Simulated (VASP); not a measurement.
Ni: single point with PBE

Ni:

```
Ni
1.0
     0.00000    1.72772    1.83241
     1.72772    0.00000    1.83241
     1.72772    1.72772    0.00000
Ni
1
Direct
  0.00000 0.00000 0.00000
```

This cell differs from its parent crystal: stretched by +4 % along [0.0, 0.0, 1.0] at fixed volume.

* Program: VASP 6.6.1
* Task: single point
* Functional: PBE
* Potentials or basis: VASP PAW PBE potentials, release 64 (Ni)
* Cutoff: 520 eV
* k mesh: 12 × 12 × 12
* Occupations: fermi-dirac, width 0.05 eV
* Spin: collinear spin, ferromagnetic start
* Starting moments: [0.7] μB
* Dipole correction: no
* Further INCAR settings: ALGO = Normal; EDIFF = 1e-06; NBANDS = 15

```json
{"Pressure": "-0.4 GPa", "Net moment": "0.66 μB per cell", "Site moments": "Ni +0.67 μB", "Valence electrons inside the program's atomic spheres": "Ni 9.30"}
```

Stress tensor (GPa, compression positive):
```
 2.14  0.00  0.00
 0.00  2.14  0.00
 0.00  0.00 -5.60
```

Levels at points of the mesh, in eV from the Fermi level:
Spin up:
| k point | band 1 | band 2 | band 3 | band 4 | band 5 | band 6 | band 7 | band 8 | band 9 | band 10 |
| --- | --- | --- | --- | --- | --- | --- | --- | --- | --- | --- |
| (0.00, 0.00, 0.00) | -8.96 | -2.66 | -2.31 | -2.31 | -1.47 | -1.08 | 23.76 | 27.11 | 27.73 | 27.73 |
| (0.50, 0.00, 0.00) | -4.81 | -2.59 | -2.22 | -0.69 | -0.55 | -0.26 | 5.64 | 21.54 | 24.34 | 25.61 |
| (0.50, 0.50, 0.00) | -4.66 | -4.15 | -0.53 | -0.52 | -0.52 | 1.59 | 8.14 | 15.77 | 15.77 | 20.51 |
| (0.50, 0.00, 0.50) | -4.60 | -4.18 | -0.62 | -0.59 | -0.35 | 2.92 | 9.70 | 14.33 | 14.35 | 19.28 |
Spin down:
```
           k point  band 1  band 2  band 3  band 4  band 5  band 6  band 7  band 8
(0.00, 0.00, 0.00)   -9.00   -1.89   -1.51   -1.51   -0.86   -0.46   23.59   27.06
(0.50, 0.00, 0.00)   -4.35   -1.95   -1.58   -0.32    0.11    0.24    6.08   21.44
(0.50, 0.50, 0.00)   -4.31   -3.50    0.11    0.39    0.39    1.54    8.42   15.78
(0.50, 0.00, 0.50)   -4.23   -3.53    0.06    0.28    0.55    2.89    9.95   14.33
```

Run time: 42 s on 1 thread of Intel(R) Xeon(R) Platinum 8259CL CPU @ 2.50GHz (Skylake/Cascade Lake), on a shared host, peak memory 0.16 GiB.
